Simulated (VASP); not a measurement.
Here is a VASP 6.6.1 calculation.

The input INCAR:

```
PREC = Accurate ; ENCUT = 520
EDIFF = 1E-6 ; ISMEAR = -1
SIGMA = 0.02 ; LREAL = False
LASPH = True ; NELM = 80
ALGO = Normal ; ISIF = 2
LWAVE = False ; LCHARG = False
GGA = PE ; NBANDS = 12
```

KPOINTS

```
Automatic mesh
0
Gamma
  8 8 8
```

File POSCAR:

```
LiCl
1.0
    0.0000000000      2.5560252063      2.6945617725
    2.5560252063      0.0000000000      2.6945617725
    2.5560252063      2.5560252063      0.0000000000
Li Cl
1 1
Direct
    0.0000000000      0.0000000000      0.0000000000
    0.5000000000      0.5000000000      0.5000000000
```

Potentials or basis: VASP PAW PBE potentials, release 64 (Li_sv, Cl).

The run is started by

```console
$ cat potpaw_PBE.64/Li_sv/POTCAR potpaw_PBE.64/Cl/POTCAR > POTCAR
$ mpirun -np 1 vasp_std > vasp.out
```

Problem. Estimate the band gap on the k mesh.

Solution. 6.03 eV, direct.

Caveat: the cell differs from its parent crystal (uniaxial z strain +5.4%). A k mesh can miss the band edges.
